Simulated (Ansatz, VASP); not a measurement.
Fe: VASP beside Ansatz

The input INCAR:

```
SYSTEM = Fe
PREC = Accurate
ENCUT = 520
EDIFF = 1E-6
ISMEAR = 0
SIGMA = 0.1
LREAL = .FALSE.
LASPH = .TRUE.
NELM = 150
ALGO = Fast
ISIF = 2
LWAVE = .FALSE.
LCHARG = .FALSE.
ISPIN = 2
MAGMOM = 4 -4
LORBIT = 11
LMAXMIX = 4
GGA = PE
NBANDS = 19
```

KPOINTS

```
Automatic mesh
0
G
  20 20 10
  0 0 0
```

Contents of POSCAR:

```
Fe
1.0
    1.5181582831      3.9345836546      1.9909647747
    1.5181582831      0.0000000000      1.9909647747
    3.0363165663      3.9345836546      0.0000000000
Fe
2
Direct
    0.0000000000      0.0000000000      0.0000000000
    0.0000000000      0.0000000000      0.5000000000
```

Input for Ansatz:

```yaml
crystal:
  lattice:
    - [1.5181582831, 3.9345836546, 1.9909647747]
    - [1.5181582831, 0.0, 1.9909647747]
    - [3.0363165663, 3.9345836546, 0.0]
  atoms:
    - { symbol: Fe, position: [0.0, 0.0, 0.0], spin: 4.0 }
    - { symbol: Fe, position: [0.0, 0.0, 0.5], spin: -4.0 }
basis:
  ecutwfc: 420
kpoints:
  mp_grid: { grid: [20, 20, 10] }
hamiltonian:
  xc: pbe
scf:
  occupations: { method: gaussian, width: 0.1 }
  lower_state_search: "off"
output:
  forces: true
  stress: true
  eigenvalues: true
  populations: true
magnetization:
  spin_polarized: true
```

Alike in both runs: task single point; functional PBE; k mesh 20 × 20 × 10; occupations gaussian, width 0.1 eV; collinear spin.

```csv
,VASP,Ansatz
version,VASP 6.6.1,Ansatz 0.2.0
potentials or method,"VASP PAW PBE potentials, release 64 (Fe), cutoff 520 eV","scalar-relativistic, plane waves, PAW"
valence electrons in the cell,16,32
```

```tsv
	VASP	Ansatz	Ansatz less VASP
gap on the k mesh at the Fermi level (eV)	none	none	-
pressure (GPa)	-11.3	-11.3	-0.06
traceless stress, the component that is largest in VASP (GPa)	-9.82	-10.13	-0.305
net moment per atom (μB)	0.00	0.00	0.000
size of the moment on the site where the two differ most (μB)	2.02	1.98	-0.043
```

Site moments also hang on the region over which each program counts them. A gap of «none» marks a metal or a gap that the smearing closes. VASP's potentials hold 16 valence electrons a cell and Ansatz's 32, so a difference there can come from the potentials and not from the codes.
